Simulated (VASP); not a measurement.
Runs of VASP 6.6.1 on Si2I. The structure is that of space group Fd-3m (No. 227), or close to it. The cells are those of the table. 

```csv
task,cell,k mesh,cutoff (eV),gap on the mesh (eV),pressure (GPa)
single point,"a = 5.654 Å, angles 60.0°, 6 atoms",8 × 8 × 8,520,none,0.0
single point,"a = 5.861 Å, angles 60.0°, 6 atoms",4 × 4 × 4,520,none,(a)
relaxation of cell and atoms,"relaxed from a = 5.861 Å, angles 60.0°, 6 atoms",4 × 4 × 4,600,none,0.0
single point,"a = 5.669 Å, angles 60.0°, 6 atoms",4 × 4 × 4,520,none,-0.2
```

Alike in all rows: level PBE; potentials or basis VASP PAW PBE potentials, release 64 (Si, I); no spin polarisation; smearing gaussian 0.1 eV.

Q: Estimate the missing entries.

A: (a) -4.3.

Caveats: spin-orbit coupling is left out, which moves the levels of the heavy elements.

A k mesh can miss the band edges, and the runs leave out spin-orbit coupling on I.

A gap of «none» marks levels without a gap at the run's occupations.
